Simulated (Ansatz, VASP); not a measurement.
# Two plane-wave programs on GaSb

```
CELL_PARAMETERS angstrom
0.00000 2.82000 2.82000
2.82000 0.00000 2.82000
2.82000 2.82000 0.00000
ATOMIC_POSITIONS crystal
Ga 0.00000 0.00000 0.00000
Sb 0.50000 0.50000 0.50000
```

Alike in both runs: task single point; functional HSE06; k mesh 6 × 6 × 6; occupations gaussian, width 0.05 eV; no spin polarisation.

|  | VASP | Ansatz |
| --- | --- | --- |
| version | VASP 6.6.1 | Ansatz 0.2.0 |
| potentials or method | VASP PAW PBE potentials, release 64 (Ga_d, Sb), cutoff 520 eV | scalar-relativistic, plane waves, PAW |
| valence electrons in the cell | 18 | 28 |

|  | VASP | Ansatz | Ansatz less VASP |
| --- | --- | --- | --- |
| gap on the k mesh at the Fermi level (eV) | none | none | - |
| pressure (GPa) | 3.1 | 3.6 | +0.55 |

A gap of «none» marks a metal or a gap that the smearing closes. With one functional, cell and mesh, what is left measures potentials, basis and numerics. VASP's potentials hold 18 valence electrons a cell and Ansatz's 28, so a difference there can come from the potentials and not from the codes. Ansatz's warnings: filled band counts differ across k points, stress exchange threshold loose, stress scf threshold loose.

Neither program's run includes spin-orbit coupling.
